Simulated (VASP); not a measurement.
# CdS (wurtzite type) (P6_3mc) in VASP: further runs, part 2 of 2

VASP 6.6.1. The steps go on from the part before.

### 3 Single point, PBE

Input file INCAR:

```
SYSTEM = CdS
PREC     = Accurate       ! precision mode
ENCUT    = 520            ! plane-wave cutoff, eV
EDIFF    = 1E-6           ! SCF threshold, eV
ISMEAR   = -1             ! smearing method
SIGMA    = 0.05           ! smearing width, eV
LREAL    = .FALSE.        ! projectors in reciprocal space
LASPH    = .TRUE.         ! aspherical terms in the spheres
NELM     = 80             ! most SCF steps
ALGO     = Normal         ! electronic algorithm
ISIF     = 2              ! what is computed and relaxed
LWAVE    = .FALSE.        ! write WAVECAR
LCHARG   = .FALSE.        ! write CHGCAR
GGA      = PE             ! functional
NBANDS   = 26             ! bands
```

Input file KPOINTS:

```
Automatic mesh
0
G
  9 9 5
  0 0 0
```

Input file POSCAR:

```
CdS
1.0
    3.9905862054      0.0000000000      0.0000000000
   -1.9952931027      3.4559490298      0.0000000000
    0.0000000000      0.0000000000      6.5158281987
Cd S
2 2
Direct
    0.3333333333      0.6666666667      0.0003114869
    0.6666666667      0.3333333333      0.5003114869
    0.3333333333      0.6666666667      0.3756885131
    0.6666666667      0.3333333333      0.8756885131
```

Potentials or basis: VASP PAW PBE potentials, release 64 (Cd, S).

Started as:

```bash
> cat potpaw_PBE.64/Cd/POTCAR potpaw_PBE.64/S/POTCAR > POTCAR
> mpirun -np 1 vasp_std > vasp.out
```

OUTCAR:

```text
SYSTEM = CdS
   PREC = Accurate
   ENCUT = 520
   EDIFF = 1E-6
   ISMEAR = -1
   LREAL = .FALSE.
   LASPH = .TRUE.
   NELM = 80
   ISIF = 2
   GGA = PE

 ion  position               nearest neighbor table
   1  0.333  0.667  0.000-   4 2.44   4 2.44   4 2.44   3 2.45
   2  0.667  0.333  0.500-   3 2.44   3 2.44   3 2.44   4 2.45
   3  0.333  0.667  0.376-   2 2.44   2 2.44   2 2.44   1 2.45
   4  0.667  0.333  0.876-   1 2.44   1 2.44   1 2.44   2 2.45

  LATTYP: Found a hexagonal cell.
 ALAT       =     3.9905862054
 C/A-ratio  =     1.6327997601

  Lattice vectors:

 A1 = (   3.9905862054,   0.0000000000,   0.0000000000)
 A2 = (  -1.9952931027,   3.4559490298,   0.0000000000)
 A3 = (   0.0000000000,   0.0000000000,   6.5158281987)

Analysis of symmetry for initial positions (statically):
=====================================================================
 Subroutine PRICEL returns:
 Original cell was already a primitive cell.

 Routine SETGRP: Setting up the symmetry group for a
 hexagonal supercell.

 Subroutine GETGRP returns: Found 12 space group operations
 (whereof  6 operations were pure point group operations)
 out of a pool of 24 trial point group operations.

The static configuration has the point symmetry C_3v.
 The point group associated with its full space group is C_6v.

Analysis of symmetry for dynamics (positions and initial velocities):
=====================================================================
 Subroutine PRICEL returns:
 Original cell was already a primitive cell.

 Routine SETGRP: Setting up the symmetry group for a
 hexagonal supercell.

 Subroutine GETGRP returns: Found 12 space group operations
 (whereof  6 operations were pure point group operations)
 out of a pool of 24 trial point group operations.

The dynamic configuration has the point symmetry C_3v.
 The point group associated with its full space group is C_6v.

 Subroutine INISYM returns: Found 12 space group operations
 (whereof  6 operations are pure point group operations),
[... 119 lines left out ...]
     AMIX     =   0.40;   BMIX     =  1.00
     AMIX_MAG =   1.60;   BMIX_MAG =  1.00
  volume/ion in A,a.u.               =      22.47       151.60
  Fermi-wavevector in a.u.,A,eV,Ry     =   1.206844  2.280604 19.816509  1.456472
  Thomas-Fermi vector in A             =   2.342499
   LORBIT       =      0    0 simple, 1 ext, 2 COOP (PROOUT), +10 PAW based schemes
   GGA     = PE    functional components
   LHFCALC =     F    Hartree Fock is set to
   AEXX    =    0.0000 exact exchange contribution
   IVDW    =     0    specifies the selected vdW correction
   LEPSILON=     F    determine dielectric tensor
   LRPA    =     F    only Hartree local field effects (RPA)
 non-spin polarized calculation
  energy-cutoff  :      520.00
  volume of cell :       89.86
 maximum number of plane-waves:      2448
 NGX is ok and might be reduce to    30
   NGX = 15   NGY = 15   NGZ = 25

 number of electron      35.9999990 magnetization

 Free energy of the ion-electron system (eV)
  ---------------------------------------------------
  ext. energy  EPLUGINS =         0.00000000
  ---------------------------------------------------
  free energy    TOTEN  =       -11.83332996 eV

  energy without entropy =      -11.83332996  energy(sigma->0) =      -11.83332996

 E-fermi :   2.9872     XC(G=0):  -9.6185

 val. band max:        2.2292843159   @ k =   0.0000   0.0000   0.0000
 cond. band min:       3.6764301598   @ k =   0.0000   0.0000   0.0000
 fundamental gap:      1.4471458439
 Fermi energy:         2.9871774069

 k-point     1 :       0.0000    0.0000    0.0000
  band No.  band energies     occupation
      1     -10.8174      2.00000
      2     -10.2860      2.00000
      3      -5.9118      2.00000
      4      -5.8959      2.00000
      5      -5.8959      2.00000
      6      -5.7863      2.00000
[... 685 lines left out ...]
     25      11.6950      0.00000
     26      12.0251      0.00000

 [... further k-points ...]

------------------------ aborting loop because EDIFF is reached ----------------------------------------

  FORCE on cell =-STRESS in cart. coord.  units (eV):
  Direction    XX          YY          ZZ          XY          YZ          ZX
  --------------------------------------------------------------------------------------
  -------------------------------------------------------------------------------------
  Total        6.4776450      6.4776450      6.4791909      0.0000000     -0.0000000      0.0000000
  in kB      115.4925771    115.4925771    115.5201399      0.0000000     -0.0000000      0.0000000
  external PRESSURE =     115.5017647 kB  Pullay stress =       0.0000000 kB

 VOLUME and BASIS-vectors are now :
 -----------------------------------------------------------------------------
  energy-cutoff  :      520.00
  volume of cell :       89.86
      direct lattice vectors                 reciprocal lattice vectors
     3.990586205  0.000000000  0.000000000     0.250589750  0.144678060  0.000000000
    -1.995293103  3.455949030  0.000000000     0.000000000  0.289356119  0.000000000
     0.000000000  0.000000000  6.515828199     0.000000000  0.000000000  0.153472432

 POSITION                                       TOTAL-FORCE (eV/Angst)
 -----------------------------------------------------------------------------------
     -0.00000      2.30397      0.00203         0.000000     -0.000000      0.004155
      1.99529      1.15198      3.25994        -0.000000     -0.000000      0.004155
     -0.00000      2.30397      2.44792        -0.000000      0.000000     -0.004155
      1.99529      1.15198      5.70584         0.000000     -0.000000     -0.004155
 -----------------------------------------------------------------------------------
    total drift:                               -0.000000     -0.000000     -0.000221

  FREE ENERGIE OF THE ION-ELECTRON SYSTEM (eV)
  ---------------------------------------------------
  free  energy   TOTEN  =       -11.8333299644 eV

  energy  without entropy=      -11.8333299563  energy(sigma->0) =      -11.83332996
```

OSZICAR:

```text
N       E                     dE             d eps       ncg     rms          rms(c)
DAV:   1     0.255881611921E+03    0.25588E+03   -0.17932E+04  1872   0.130E+03
DAV:   2     0.763923522217E+00   -0.25512E+03   -0.24617E+03  2020   0.328E+02
DAV:   3    -0.127762899411E+02   -0.13540E+02   -0.13466E+02  2278   0.767E+01
DAV:   4    -0.129096248016E+02   -0.13333E+00   -0.13320E+00  2100   0.734E+00
DAV:   5    -0.129115924268E+02   -0.19676E-02   -0.19675E-02  2308   0.894E-01    0.144E+01
DAV:   6    -0.118641826808E+02    0.10474E+01   -0.18152E+00  2500   0.154E+01    0.108E+01
DAV:   7    -0.118484800626E+02    0.15703E-01   -0.10038E+00  1968   0.545E+00    0.379E+00
DAV:   8    -0.118337250136E+02    0.14755E-01   -0.15183E-01  2022   0.400E+00    0.802E-01
DAV:   9    -0.118333220253E+02    0.40299E-03   -0.21194E-02  2000   0.194E+00    0.253E-01
DAV:  10    -0.118332058601E+02    0.11617E-03   -0.19450E-03  2086   0.564E-01    0.109E-01
DAV:  11    -0.118332976489E+02   -0.91789E-04   -0.30781E-04  2034   0.112E-01    0.504E-02
DAV:  12    -0.118333283041E+02   -0.30655E-04   -0.18350E-04  2056   0.134E-01    0.296E-02
DAV:  13    -0.118333299501E+02   -0.16460E-05   -0.52381E-05  1994   0.778E-02    0.106E-02
DAV:  14    -0.118333299644E+02   -0.14329E-07   -0.58943E-06  2202   0.134E-02
   1 F= -.11833330E+02 E0= -.11833330E+02  d E =-.813691E-08
```

stdout:

```text
POSCAR found type information on POSCAR CdS
 POSCAR found :  2 types and       4 ions
 scaLAPACK will be used
 LDA part: xc-table for (Slater+PW92), standard interpolation
 POSCAR, INCAR and KPOINTS ok, starting setup
 FFT: planning ... GRIDC
 FFT: planning ... GRID_SOFT
 FFT: planning ... GRID
 WAVECAR not read
 entering main loop
```

Run time: 1.8 min. Hardware: 1 thread of Intel Xeon 8259CL, shared host; peak memory 0.23 GiB.

What came out:

| Property | Result |
| --- | --- |
| Free energy | -11.8333 eV |
| Pressure | 11.6 GPa |
| Largest force | 0.004 eV/Å |
| Band gap on the k mesh | 1.45 eV |

Forces on the atoms (eV/Å):
```
Cd   0.000  0.000  0.004
Cd   0.000  0.000  0.004
S    0.000  0.000 -0.004
S    0.000  0.000 -0.004
```

Caveat: the cell stands under pressure.
